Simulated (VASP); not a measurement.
# YAl2N3 (P3m1) in VASP: notebook

The runs below take YAl2N3 through relaxation of cell and atoms, single point, with PBE.

Program: VASP 6.6.1. These are calculated values, not measurements. Logs are shortened: lines on timing, memory, paths and dates and some standing lists are left out, and cuts for length are marked.

## Step 1: The cell of the first run

It takes space group P3m1 (No. 156, trigonal). The conventional cell has a = 3.433 Å, b = 3.433 Å, c = 8.410 Å, α = 90.00°, β = 90.00°, γ = 120.00°. Within 2.8 Å of Y (site symmetry 3m) lie 4 N at 2.10 Å. Within 2.8 Å of Al (site symmetry 3m) lie 4 N at 2.10 Å. Al (site symmetry 3m) has 4 N at 2.10 Å within 2.8 Å. N (site symmetry 3m) has 3 Al at 2.10 Å and 1 Y at 2.10 Å within 2.8 Å. Within 2.8 Å of N (site symmetry 3m) lie 3 Y at 2.10 Å and 1 Al at 2.10 Å. Within 2.8 Å of N (site symmetry 3m) lie 4 Al at 2.10 Å.

## Step 2: Relaxation of cell and atoms, PBE

Input file INCAR:

```
  PREC = Accurate
  ENCUT = 600
  EDIFF = 1E-6
  ISMEAR = 0
  SIGMA = 0.1
  LREAL = False
  LASPH = True
  NELM = 80
  ALGO = Normal
  ISIF = 3
  LWAVE = False
  LCHARG = False
  GGA = PE
  IBRION = 2
  NSW = 90
  EDIFFG = -0.04
```

Input file KPOINTS:

```
Automatic mesh
0
Gamma
  6 6 2
```

Input file POSCAR:

```
YAl2N3
1.0
    3.4332216600      0.0000000000      0.0000000000
   -1.7166108300      2.9732571700      0.0000000000
    0.0000000000      0.0000000000      8.4096412400
Y Al N
1 2 3
Direct
    0.3333333300      0.6666666700      0.6666666700
    0.0000000000      0.0000000000      0.0000000000
    0.6666666700      0.3333333300      0.3333333300
    0.3333333300      0.6666666700      0.9166666700
    0.6666666700      0.3333333300      0.5833333300
    0.0000000000      0.0000000000      0.2500000000
```

Potentials or basis: VASP PAW PBE potentials, release 64 (Y_sv, Al, N).

The run is started by

```bash
$ cat potpaw_PBE.64/Y_sv/POTCAR potpaw_PBE.64/Al/POTCAR potpaw_PBE.64/N/POTCAR > POTCAR
$ mpirun -np 1 vasp_std > vasp.out
```

OUTCAR:

```text
PREC = Accurate
   ENCUT = 600
   EDIFF = 1E-6
   ISMEAR = 0
   LREAL = False
   LASPH = True
   NELM = 80
   ISIF = 3
   GGA = PE
   IBRION = 2
   NSW = 90
   EDIFFG = -0.04

 ion  position               nearest neighbor table
   1  0.333  0.667  0.667-   5 2.10   5 2.10   4 2.10   5 2.10   2 3.43   2 3.43   2 3.43   3 3.43
                             3 3.43   3 3.43
   2  0.000  0.000  0.000-   4 2.10   4 2.10   4 2.10   6 2.10   1 3.43   1 3.43   1 3.43
   3  0.667  0.333  0.333-   6 2.10   6 2.10   6 2.10   5 2.10   1 3.43   1 3.43   1 3.43
   4  0.333  0.667  0.917-   2 2.10   2 2.10   2 2.10   1 2.10
   5  0.667  0.333  0.583-   1 2.10   1 2.10   3 2.10   1 2.10
   6  0.000  0.000  0.250-   3 2.10   3 2.10   3 2.10   2 2.10

  LATTYP: Found a hexagonal cell.
 ALAT       =     3.4332216600
 C/A-ratio  =     2.4494897425

  Lattice vectors:

 A1 = (   3.4332216600,   0.0000000000,   0.0000000000)
 A2 = (  -1.7166108300,   2.9732571700,   0.0000000000)
 A3 = (   0.0000000000,   0.0000000000,   8.4096412400)

Analysis of symmetry for initial positions (statically):
=====================================================================
 Subroutine PRICEL returns:
 Original cell was already a primitive cell.

 Routine SETGRP: Setting up the symmetry group for a
 hexagonal supercell.

 Subroutine GETGRP returns: Found  6 space group operations
 (whereof  6 operations were pure point group operations)
 out of a pool of 24 trial point group operations.

The static configuration has the point symmetry C_3v.

Analysis of symmetry for dynamics (positions and initial velocities):
=====================================================================
 Subroutine PRICEL returns:
 Original cell was already a primitive cell.

 Routine SETGRP: Setting up the symmetry group for a
 hexagonal supercell.

 Subroutine GETGRP returns: Found  6 space group operations
 (whereof  6 operations were pure point group operations)
 out of a pool of 24 trial point group operations.

The dynamic configuration has the point symmetry C_3v.

 Subroutine INISYM returns: Found  6 space group operations
 (whereof  6 operations are pure point group operations),
 and found     1 'primitive' translations

----------------------------------------------------------------------------------------

                                     Primitive cell

  volume of cell :      85.8444

  direct lattice vectors                    reciprocal lattice vectors
     3.433221660  0.000000000  0.000000000     0.291271610  0.168165743  0.000000000
    -1.716610830  2.973257170  0.000000000     0.000000000  0.336331485  0.000000000
     0.000000000  0.000000000  8.409641240     0.000000000  0.000000000  0.118911137

  length of vectors
     3.433221660  3.433221656  8.409641240     0.336331485  0.336331485  0.118911137

  position of ions in fractional coordinates (direct lattice)
     0.333333330  0.666666670  0.666666670
     0.000000000  0.000000000  0.000000000
     0.666666670  0.333333330  0.333333330
     0.333333330  0.666666670  0.916666670
     0.666666670  0.333333330  0.583333330
     0.000000000  0.000000000  0.250000000

  ion indices of the primitive-cell ions
   primitive index   ion index
                 1           1
                 2           2
                 3           3
                 4           4
                 5           5
                 6           6

----------------------------------------------------------------------------------------

 KPOINTS: Automatic mesh

Automatic generation of k-mesh.
 Grid dimensions read from file:
 generate k-points for:    6    6    2

 Generating k-lattice:

  Cartesian coordinates                     Fractional coordinates (reciprocal lattice)
     0.048545268  0.028027624  0.000000000     0.166666667  0.000000000  0.000000000
     0.000000000  0.056055248  0.000000000     0.000000000  0.166666667  0.000000000
     0.000000000  0.000000000  0.059455568     0.000000000  0.000000000  0.500000000

  Length of vectors
     0.056055247  0.056055248  0.059455568

  Shift w.r.t. Gamma in fractional coordinates (k-lattice)
     0.000000000  0.000000000  0.000000000

 Subroutine IBZKPT returns following result:
 ===========================================

 Found     14 irreducible k-points:

 Following reciprocal coordinates:
            Coordinates               Weight
  0.000000  0.000000  0.000000      1.000000
  0.166667 -0.000000  0.000000      6.000000
  0.333333 -0.000000  0.000000      6.000000
  0.500000 -0.000000  0.000000      3.000000
  0.166667  0.166667  0.000000      6.000000
  0.333333  0.166667  0.000000     12.000000
  0.333333  0.333333  0.000000      2.000000
  0.000000  0.000000  0.500000      1.000000
  0.166667 -0.000000  0.500000      6.000000
  0.333333 -0.000000  0.500000      6.000000
  0.500000 -0.000000  0.500000      3.000000
  0.166667  0.166667  0.500000      6.000000
  0.333333  0.166667  0.500000     12.000000
[... 16 lines left out ...]
   LASPH  =      T    aspherical Exc in radial PAW
   ENCUT  =  600.0 eV  44.10 Ry    6.64 a.u.   6.86  6.86 16.80*2*pi/ulx,y,z
   NELM   =     80;   NELMIN=  2; NELMDL= -5     # of ELM steps
   EDIFF  = 0.1E-05   stopping-criterion for ELM
   LREAL  =      F    real-space projection
   EDIFFG = -.4E-01   stopping-criterion for IOM
   NSW    =     90    number of steps for IOM
   IBRION =      2    ionic relax: 0-MD 1-quasi-New 2-CG
   NFREE  =      1    steps in history (QN), initial steepest desc. (CG)
   ISIF   =      3    stress and relaxation
   ISYM   =      2    0-nonsym 1-usesym 2-fastsym
   POTIM  = 0.5000    time-step for ionic-motion
   TEBEG  =    0.0;   TEEND  =   0.0 temperature during run
   PSTRESS=    0.0 pullay stress
   NELECT =      32.0000    total number of electrons
   NUPDOWN=      -1.0000    fix difference up-down
   EMIN   =  10.00;   EMAX   =-10.00  energy-range for DOS
   EFERMI =   0.00;   METHOD = LEGACY
   ISMEAR =     0;   SIGMA  =   0.10  broadening in eV -4-tet -1-fermi 0-gaus
   EFERMI_NEDOS =   21; number of points for ismear=-14 and -15
   IALGO  =     38    algorithm
   IMIX   =      4    mixing-type and parameters
     AMIX     =   0.40;   BMIX     =  1.00
     AMIX_MAG =   1.60;   BMIX_MAG =  1.00
  volume/ion in A,a.u.               =      14.31        96.55
  Fermi-wavevector in a.u.,A,eV,Ry     =   1.178205  2.226485 18.887162  1.388167
  Thomas-Fermi vector in A             =   2.314538
   LORBIT       =      0    0 simple, 1 ext, 2 COOP (PROOUT), +10 PAW based schemes
   GGA     = PE    functional components
   LHFCALC =     F    Hartree Fock is set to
   AEXX    =    0.0000 exact exchange contribution
   IVDW    =     0    specifies the selected vdW correction
   LEPSILON=     F    determine dielectric tensor
   LRPA    =     F    only Hartree local field effects (RPA)
 conjugate gradient relaxation of ions
 non-spin polarized calculation
 Gauss-broadening in eV      SIGMA  =   0.10
  energy-cutoff  :      600.00
  volume of cell :       85.84
 maximum number of plane-waves:      2898
 NGX is ok and might be reduce to    28
   NGX = 13   NGY = 13   NGZ = 33

--------------------------------------- Ionic step        1  -------------------------------------------

 number of electron      31.9999999 magnetization

 Free energy of the ion-electron system (eV)
  ---------------------------------------------------
  ext. energy  EPLUGINS =         0.00000000
  ---------------------------------------------------
  free energy    TOTEN  =       -44.67554783 eV

  energy without entropy =      -44.67554783  energy(sigma->0) =      -44.67554783

------------------------ aborting loop because EDIFF is reached ----------------------------------------

  FORCE on cell =-STRESS in cart. coord.  units (eV):
  Direction    XX          YY          ZZ          XY          YZ          ZX
  --------------------------------------------------------------------------------------
  -------------------------------------------------------------------------------------
  Total       -3.1522638     -3.1522637     -2.8588443     -0.0000000      0.0000000      0.0000000
  in kB      -58.8330473    -58.8330471    -53.3567408     -0.0000000      0.0000000      0.0000000
  external PRESSURE =     -57.0076117 kB  Pullay stress =       0.0000000 kB
[... 101 lines left out ...]
  FREE ENERGIE OF THE ION-ELECTRON SYSTEM (eV)
  ---------------------------------------------------
  free  energy   TOTEN  =       -45.7385219454 eV

  energy  without entropy=      -45.7385219454  energy(sigma->0) =      -45.73852195

[... ionic steps 4 to 7 ...]

--------------------------------------- Ionic step        8  -------------------------------------------

 number of electron      32.0000001 magnetization

------------------------ aborting loop because EDIFF is reached ----------------------------------------

  FORCE on cell =-STRESS in cart. coord.  units (eV):
  Direction    XX          YY          ZZ          XY          YZ          ZX
  --------------------------------------------------------------------------------------
  -------------------------------------------------------------------------------------
  Total       -0.1227079     -0.1227079     -0.0581804      0.0000000     -0.0000000      0.0000000
  in kB       -2.5136095     -2.5136095     -1.1917956      0.0000000     -0.0000000      0.0000000
  external PRESSURE =      -2.0730049 kB  Pullay stress =       0.0000000 kB
[... 65 lines left out ...]
  energy  without entropy=      -46.0531438417  energy(sigma->0) =      -46.05314384

--------------------------------------- Ionic step       10  -------------------------------------------

 number of electron      32.0000001 magnetization

 Free energy of the ion-electron system (eV)
  ---------------------------------------------------
  ext. energy  EPLUGINS =         0.00000000
  ---------------------------------------------------
  free energy    TOTEN  =       -46.05339912 eV

  energy without entropy =      -46.05339912  energy(sigma->0) =      -46.05339912

 E-fermi :   5.0550     XC(G=0): -10.5192

 val. band max:        4.4938580782   @ k =   0.3333   0.3333   0.0000
 cond. band min:       6.6082398803   @ k =   0.0000   0.0000   0.0000
 fundamental gap:      2.1143818022
 Fermi energy:         5.0549988666

 k-point     1 :       0.0000    0.0000    0.0000
  band No.  band energies     occupation
      1     -35.7300      2.00000
      2     -16.1086      2.00000
      3     -15.4461      2.00000
      4     -15.4461      2.00000
      5      -9.7448      2.00000
      6      -8.4303      2.00000
[... 12 lines left out ...]
     19      10.0134      0.00000
[... 331 lines left out ...]
  FREE ENERGIE OF THE ION-ELECTRON SYSTEM (eV)
  ---------------------------------------------------
  free  energy   TOTEN  =       -46.0533991223 eV

  energy  without entropy=      -46.0533991223  energy(sigma->0) =      -46.05339912

 reached required accuracy - stopping structural energy minimisation
```

Wall time 2.6 min (1 thread of Intel Xeon 6975P-C (Granite Rapids), shared host); peak memory 0.25 GiB.

What came out:

```yaml
Free_energy: -46.0534 eV
Relaxed_volume: 13.00 Å³/atom
Relaxed_cell: a = 3.291 Å, b = 3.291 Å, c = 8.314 Å, α = 90.00°, β = 90.00°, γ = 120.00°
Space_group_after_relaxing_to_0.05_Å: P3m1 (No. 156)
Energy_gained_by_relaxing: 229.6 meV/atom
Ionic_steps: 10
Pressure_after_relaxing: 0.2 GPa
Largest_force_after_relaxing: 0.024 eV/Å
Band_gap_on_the_k_mesh: 2.11 eV, indirect (least direct gap 2.65 eV)
```

Forces on the atoms (eV/Å):
```
Y    0.000  0.000 -0.001
Al   0.000  0.000 -0.012
Al   0.000  0.000 -0.004
N    0.000  0.000 -0.011
N    0.000  0.000  0.024
N    0.000  0.000  0.003
```

Step by step:
| step | energy change (eV) | largest force (eV/Å) | pressure (GPa) | volume (Å³) |
| --- | --- | --- | --- | --- |
| 1 | 0.0000 | 3.8356 | -5.70 | 85.84 |
| 2 | -1.0249 | 1.6942 | -0.05 | 79.67 |
| 3 | -1.0630 | 2.4410 | 2.45 | 78.21 |
| 4 | -1.3456 | 0.8193 | -0.21 | 78.17 |
| 5 | -1.3507 | 0.6335 | 0.01 | 78.18 |
| 6 | -1.3608 | 0.6924 | 0.18 | 78.18 |
| 7 | -1.3719 | 0.2311 | 0.04 | 78.18 |
| 8 | -1.3773 | 0.0742 | -0.21 | 78.21 |
| 9 | -1.3776 | 0.0507 | -0.27 | 78.22 |
| 10 | -1.3779 | 0.0243 | 0.19 | 77.98 |

Final structure:
```
CELL_PARAMETERS angstrom
3.29088 0.00000 0.00000
-1.64544 2.84998 0.00000
0.00000 0.00000 8.31408
ATOMIC_POSITIONS crystal
Y 0.33333 0.66667 0.66704
Al 0.00000 0.00000 0.01981
Al 0.66667 0.33333 0.31905
N 0.33333 0.66667 0.94790
N 0.66667 0.33333 0.54672
N 0.00000 0.00000 0.24949
```

Levels at points of the mesh, in eV from the valence-band top:
```tsv
k point	band 13	band 14	band 15	band 16	band 17	band 18	band 19	band 20
(0.00, 0.00, 0.00)	-0.81	-0.80	-0.54	-0.54	2.11	4.72	5.52	5.52
(0.50, 0.00, 0.00)	-1.47	-1.36	-0.55	-0.47	2.68	3.78	4.88	5.76
(0.00, 0.00, 0.50)	-0.89	-0.89	-0.48	-0.48	2.92	3.87	5.53	5.53
(0.50, 0.00, 0.50)	-1.31	-1.14	-0.69	-0.56	2.85	3.31	4.62	6.82
```

A k mesh can miss the band edges.

## Step 3: Single point, PBE

This run uses another cell than the first one, of 13.05 Å³/atom, 0.912 times its volume.

Input file INCAR:

```
SYSTEM = YAl2N3
  PREC = Accurate
  ENCUT = 520
  EDIFF = 1E-6
  ISMEAR = 0
  SIGMA = 0.02
  LREAL = .FALSE.
  LASPH = .TRUE.
  NELM = 100
  ALGO = Normal
  ISIF = 2
  LWAVE = .FALSE.
  LCHARG = .FALSE.
  GGA = PE
  NBANDS = 25
```

Input file KPOINTS:

```
Automatic mesh
0
G
  12 12 4
  0 0 0
```

Input file POSCAR:

```
YAl2N3
1.0
    3.2961656635      0.0000000000      0.0000000000
   -1.6480828318      2.8545631997      0.0000000000
    0.0000000000      0.0000000000      8.3202367939
Y Al N
1 2 3
Direct
    0.3333333333      0.6666666667      0.6668807691
    0.0000000000      0.0000000000      0.0197493936
    0.6666666667      0.3333333333      0.3191699538
    0.3333333333      0.6666666667      0.9477309502
    0.6666666667      0.3333333333      0.5469550713
    0.0000000000      0.0000000000      0.2495138621
```

Potentials or basis: VASP PAW PBE potentials, release 64 (Y_sv, Al, N).

The run is started by

```bash
$ cat potpaw_PBE.64/Y_sv/POTCAR potpaw_PBE.64/Al/POTCAR potpaw_PBE.64/N/POTCAR > POTCAR
$ mpirun -np 1 vasp_std > vasp.out
```

Run time: 95 s. Hardware: 1 thread of Intel Xeon 6975P-C (Granite Rapids), shared host; peak memory 0.31 GiB.

The run converged. Its results:

| Quantity | Value |
| --- | --- |
| Free energy | -46.0433 eV |
| Pressure | -0.2 GPa |
| Largest force | 0.008 eV/Å |
| Band gap on the k mesh | 2.10 eV, indirect (least direct gap 2.64 eV) |

Forces in eV/Å, atoms in the order of the input:
```
Y    0.000  0.000  0.005
Al   0.000  0.000 -0.008
Al   0.000  0.000  0.001
N    0.000  0.000  0.002
N    0.000  0.000  0.000
N    0.000  0.000  0.001
```

Stress tensor (GPa, compression positive):
```
-0.26  0.00  0.00
 0.00 -0.26  0.00
 0.00  0.00 -0.17
```

Levels at points of the mesh, in eV from the valence-band top:
```tsv
k point	band 12	band 13	band 14	band 15	band 16	band 17	band 18	band 19	band 20	band 21
(0.00, 0.00, 0.00)	-0.81	-0.81	-0.79	-0.53	-0.53	2.10	4.69	5.52	5.52	5.87
(0.50, 0.00, 0.00)	-1.89	-1.46	-1.35	-0.55	-0.47	2.68	3.79	4.87	5.75	7.60
(0.00, 0.00, 0.50)	-1.10	-0.88	-0.88	-0.47	-0.47	2.92	3.84	5.53	5.53	6.15
(0.50, 0.00, 0.50)	-2.01	-1.30	-1.13	-0.69	-0.55	2.86	3.33	4.61	6.80	7.15
```

A k mesh can miss the band edges. As with any semilocal functional, this PBE gap is likely too small.

## Step 4: Relaxation of cell and atoms, PBE

This run uses another cell than the first one, of 13.07 Å³/atom, 0.914 times its volume.

Input file INCAR:

```
ALGO = Normal ; EDIFF = 1E-7
EDIFFG = -0.01 ; ENCUT = 600
GGA = PE ; IBRION = 2
ISIF = 3 ; ISMEAR = 0
LASPH = T ; LCHARG = F
LREAL = F ; LWAVE = F
NELM = 60 ; NSW = 100
PREC = Accurate ; SIGMA = 0.02
```

Input file KPOINTS:

```
k-points
0
Gamma
  12 12 4
```

Input file POSCAR:

```
YAl2N3
1.0
    3.2995159981      0.0000000000      0.0000000000
   -1.6497579991      2.8574646746      0.0000000000
    0.0000000000      0.0000000000      8.3177511854
Y Al N
1 2 3
Direct
    0.3333333333      0.6666666667      0.6669540428
    0.0000000000      0.0000000000      0.0197096050
    0.6666666667      0.3333333333      0.3193833932
    0.3333333333      0.6666666667      0.9474239271
    0.6666666667      0.3333333333      0.5471098870
    0.0000000000      0.0000000000      0.2494191450
```

The run is started by

```bash
$ cat potpaw_PBE.64/Y_sv/POTCAR potpaw_PBE.64/Al/POTCAR potpaw_PBE.64/N/POTCAR > POTCAR
$ mpirun -np 1 vasp_std > vasp.out
```

It took 5.9 min on 1 thread of Intel Xeon 6975P-C (Granite Rapids), shared host; peak memory 0.34 GiB.

The run converged. Its results:

```
Free energy                            : -46.0482 eV
Relaxed volume                         : 13.02 Å³/atom
Relaxed cell                           : a = 3.293 Å, b = 3.293 Å, c = 8.318 Å, α = 90.00°, β = 90.00°, γ = 120.00°
Space group after relaxing (to 0.05 Å) : P3m1 (No. 156)
Energy gained by relaxing              : 0.1 meV/atom
Ionic steps                            : 6
Pressure after relaxing                : 0.0 GPa
Largest force after relaxing           : 0.003 eV/Å
Band gap on the k mesh                 : 2.11 eV, indirect (least direct gap 2.65 eV)
```

Forces in eV/Å, atoms in the order of the input:
```
Y    0.000  0.000 -0.001
Al   0.000  0.000  0.002
Al   0.000  0.000  0.000
N    0.000  0.000  0.003
N    0.000  0.000 -0.002
N    0.000  0.000 -0.002
```

The path:
```tsv
step	energy change (eV)	largest force (eV/Å)	pressure (GPa)	volume (Å³)
1	0.0000	0.0362	-0.56	78.42
2	-0.0004	0.0685	0.42	77.91
3	-0.0007	0.0379	0.04	78.11
4	-0.0008	0.0234	0.00	78.10
5	-0.0008	0.0207	0.01	78.10
6	-0.0008	0.0033	0.00	78.10
```

Final structure:
```yaml
crystal:
  lattice:
    - [3.29275, 0.00000, 0.00000]
    - [-1.64638, 2.85161, 0.00000]
    - [0.00000, 0.00000, 8.31759]
  atoms:
    - { symbol: Y, position: [0.33333, 0.66667, 0.66702] }
    - { symbol: Al, position: [0.00000, 0.00000, 0.01970] }
    - { symbol: Al, position: [0.66667, 0.33333, 0.31915] }
    - { symbol: N, position: [0.33333, 0.66667, 0.94772] }
    - { symbol: N, position: [0.66667, 0.33333, 0.54692] }
    - { symbol: N, position: [0.00000, 0.00000, 0.24949] }
```

Levels at points of the mesh, in eV from the valence-band top:
| k point | band 12 | band 13 | band 14 | band 15 | band 16 | band 17 | band 18 | band 19 | band 20 |
| --- | --- | --- | --- | --- | --- | --- | --- | --- | --- |
| (0.00, 0.00, 0.00) | -0.81 | -0.81 | -0.80 | -0.54 | -0.54 | 2.11 | 4.71 | 5.53 | 5.53 |
| (0.50, 0.00, 0.00) | -1.90 | -1.47 | -1.36 | -0.55 | -0.47 | 2.69 | 3.79 | 4.88 | 5.76 |
| (0.00, 0.00, 0.50) | -1.10 | -0.88 | -0.88 | -0.48 | -0.48 | 2.92 | 3.86 | 5.53 | 5.53 |
| (0.50, 0.00, 0.50) | -2.02 | -1.30 | -1.14 | -0.69 | -0.55 | 2.86 | 3.32 | 4.62 | 6.81 |

## Step 5: Summary

```tsv
task	cell	k mesh	cutoff (eV)	smearing	gap on the mesh (eV)	pressure (GPa)	relaxed volume (Å³/atom)	largest force (eV/Å)
relaxation of cell and atoms	relaxed from a = 3.433, b = 3.433, c = 8.410 Å, angles 90.0, 90.0, 120.0°, 6 atoms	6 × 6 × 2	600	gaussian 0.1 eV	2.11	0.2	13.00	0.02
single point	a = 3.296, b = 3.296, c = 8.320 Å, angles 90.0, 90.0, 120.0°, 6 atoms	12 × 12 × 4	520	gaussian 0.02 eV	2.10	-0.2	-	0.01
relaxation of cell and atoms	relaxed from a = 3.300, b = 3.300, c = 8.318 Å, angles 90.0, 90.0, 120.0°, 6 atoms	12 × 12 × 4	600	gaussian 0.02 eV	2.11	0.0	13.02	-
```

Alike in all rows: level PBE; potentials or basis VASP PAW PBE potentials, release 64 (Y_sv, Al, N); no spin polarisation.

Total energies depend on the potentials used, so only differences within one code and one set of settings carry meaning.
